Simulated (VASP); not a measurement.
Wanted: the native input for a VASP 6.6.1 run.

- Task: single point
- Functional: r2SCAN
- Potentials or basis: VASP PAW PBE potentials, release 64 (K_sv)
- Cutoff: 520 eV
- k mesh: 6 × 6 × 6
- Occupations: fermi-dirac, width 0.05 eV
- Spin: no spin polarisation
- Dipole correction: no
- Further INCAR settings: ALGO = Normal; EDIFF = 1e-07; NBANDS = 10

The system is K.

```
K
1.0
    -2.67519    2.67519    2.67519
     2.67519   -2.67519    2.67519
     2.67519    2.67519   -2.67519
K
1
Direct
  0.00000 0.00000 0.00000
```

These files were run (other wordings do the same):

POSCAR

```
K
1.0
   -2.6751930316      2.6751930316      2.6751930316
    2.6751930316     -2.6751930316      2.6751930316
    2.6751930316      2.6751930316     -2.6751930316
K
1
Direct
    0.0000000000      0.0000000000      0.0000000000
```

INCAR.step1

```
SYSTEM = K
PREC = Accurate ; ENCUT = 520
ISMEAR = -1 ; SIGMA = 0.05
LREAL = .FALSE. ; LASPH = .TRUE.
NELM = 100 ; NBANDS = 10
GGA = PE ; ALGO = Normal
EDIFF = 1E-4 ; LWAVE = .TRUE.
LCHARG = .FALSE.
```

INCAR.step2

```
SYSTEM = K
PREC = Accurate ; ENCUT = 520
EDIFF = 1E-7 ; ISMEAR = -1
SIGMA = 0.05 ; LREAL = .FALSE.
LASPH = .TRUE. ; NELM = 100
ALGO = Normal ; ISIF = 2
LWAVE = .FALSE. ; LCHARG = .TRUE.
METAGGA = R2SCAN ; LMIXTAU = .TRUE.
LELF = .TRUE. ; LVHAR = .TRUE.
NBANDS = 10 ; ISTART = 1
```

KPOINTS

```
regular mesh
0
G
  6 6 6
  0 0 0
```

Potentials or basis: VASP PAW PBE potentials, release 64 (K_sv).

Launch:

```console
$ cat potpaw_PBE.64/K_sv/POTCAR > POTCAR
$ cp INCAR.step1 INCAR
$ mpirun -np 1 vasp_std > vasp.out
$ cp INCAR.step2 INCAR
$ mpirun -np 1 vasp_std > vasp.out
```

It gave:

| Quantity | Value |
| --- | --- |
| Pressure | 0.0 GPa |

Caveat: the PAW data sets were made with another functional, which shifts forces and pressure a little.

Run time: 22 s on 1 thread of Intel(R) Xeon(R) 6975P-C (Granite Rapids), with other jobs on the host, peak memory 0.21 GiB.
